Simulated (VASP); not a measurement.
Wanted: the native input for a VASP 6.6.1 run.

| Quantity | Value |
| --- | --- |
| Task | single point |
| Functional | PBEsol |
| Dispersion | D3(BJ) |
| Potentials or basis | VASP PAW PBE potentials, release 64 (Hf_pv, N) |
| Cutoff | 520 eV |
| k mesh | 9 × 9 × 5 |
| Occupations | fermi-dirac, width 0.1 eV |
| Spin | no spin polarisation |
| Dipole correction | no |
| Further INCAR settings | ALGO = Normal; EDIFF = 1e-07; NBANDS = 23 |

The structure of HfN lies in POSCAR:

```
HfN
1.0
    3.1047344203      0.0000000000      0.0000000000
   -1.5523672102      2.6887788800      0.0000000000
    0.0000000000      0.0000000000      5.3626096511
Hf N
2 2
Direct
    0.6666666667      0.3333333333      0.7500000000
    0.3333333333      0.6666666667      0.2500000000
    0.0000000000      0.0000000000      0.0000000000
    0.0000000000      0.0000000000      0.5000000000
```

These files were run (other wordings do the same):

INCAR

```
SYSTEM = HfN
  PREC = Accurate
  ENCUT = 520
  EDIFF = 1E-7
  ISMEAR = -1
  SIGMA = 0.1
  LREAL = .FALSE.
  LASPH = .TRUE.
  NELM = 60
  ALGO = Normal
  ISIF = 2
  LWAVE = .FALSE.
  LCHARG = .FALSE.
  GGA = PS
  IVDW = 12
  NBANDS = 23
```

KPOINTS

```
regular mesh
0
G
  9 9 5
  0 0 0
```

Potentials or basis: VASP PAW PBE potentials, release 64 (Hf_pv, N).

Launch:

```sh
$ cat potpaw_PBE.64/Hf_pv/POTCAR potpaw_PBE.64/N/POTCAR > POTCAR
$ mpirun -np 1 vasp_std > vasp.out
```

Results of the run:

The pressure is -2.1 GPa. The band gap on the k mesh is zero (band 15 reaches 9.52 eV, above the bottom of band 16 at 7.77 eV) and the dispersion energy per atom is -0.400 eV.

Caveat: the PAW data sets were made with another functional, which shifts forces and pressure a little; spin-orbit coupling is left out, which moves the levels of the heavy elements; pairwise dispersion overbinds metals, which lowers pressure and volume.

Wall time 24 s on 1 thread of Intel(R) Xeon(R) Platinum 8488C (Sapphire Rapids), with other jobs on the host, peak memory 0.18 GiB.
